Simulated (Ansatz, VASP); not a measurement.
## Mo in VASP and in Ansatz

```
Mo
1.0
    -1.58022    1.58022   -1.58022
    -1.58022   -1.58022    1.58022
     0.00000    6.85121    6.85121
Mo
4
Direct
  0.00000 0.00000 0.80727
  0.50000 0.50000 0.11532
  0.00000 0.00000 0.34597
  0.50000 0.50000 0.57662
```

Alike in both runs: task single point; functional PBE; k mesh 23 × 23 × 7; occupations gaussian, width 0.15 eV; no spin polarisation.

|  | VASP | Ansatz |
| --- | --- | --- |
| version | VASP 6.6.1 | Ansatz 0.2.0 |
| potentials or method | VASP PAW PBE potentials, release 64 (Mo_sv), cutoff 520 eV | scalar-relativistic, plane waves, PAW |
| valence electrons in the cell | 56 | 56 |

```csv
,VASP,Ansatz,Ansatz less VASP
gap on the k mesh at the Fermi level (eV),none,none,-
pressure (GPa),-9.3,-9.7,-0.41
"traceless stress, the component that is largest in VASP (GPa)",-3.42,-3.41,+0.017
rms of the force components (eV/Å),0.535,0.529,-0.0059
```

Atom by atom the forces differ by 0.006 eV/Å (rms over components). A gap of «none» marks a metal or a gap that the smearing closes. With one functional, cell and mesh, what is left measures potentials, basis and numerics.
